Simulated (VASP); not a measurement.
The system is SrMg.

```
Sr Mg
1.0
     2.04181    1.17884    5.52242
    -2.04181    1.17884    5.52242
     0.00000   -2.35768    5.52242
Sr Mg
1 1
Direct
  0.50000 0.50000 0.50000
  0.00000 0.00000 0.00000
```

| Quantity | Value |
| --- | --- |
| Program | VASP 6.6.1 |
| Task | relaxation of cell and atoms |
| Functional | LDA |
| Potentials or basis | VASP PAW LDA potentials, release 64 (Sr_sv, Mg) |
| Cutoff | 600 eV |
| k mesh | 7 × 7 × 7 |
| Occupations | gaussian, width 0.1 eV |
| Spin | no spin polarisation |

At the start: pressure -1.6 GPa; volume 39.88 Å³/atom.

Where does the relaxation end?

Over 6 steps the energy falls by 27.4 meV/atom and the volume is 35.61 Å³/atom (-10.7 %); space group R-3m (No. 166, to 0.05 Å).

The path:
```
step  energy change (eV)  largest force (eV/Å)  pressure (GPa)  volume (Å³)
   1              0.0000                0.0000           -1.55        79.75
   2             -0.0361                0.0000           -0.75        75.37
   3             -0.0473                0.0000            0.00        72.09
   4             -0.0476                0.0000            0.17        71.41
   5             -0.0524                0.0000            0.08        71.35
   6             -0.0549                0.0000           -0.07        71.22
```

Final structure:
```
Sr Mg
1.0
     1.92262    1.11002    5.56210
    -1.92262    1.11002    5.56210
     0.00000   -2.22005    5.56210
Sr Mg
1 1
Cartesian
  0.0000 0.0000 8.3431
  -1.9226 -1.1100 11.1242
```
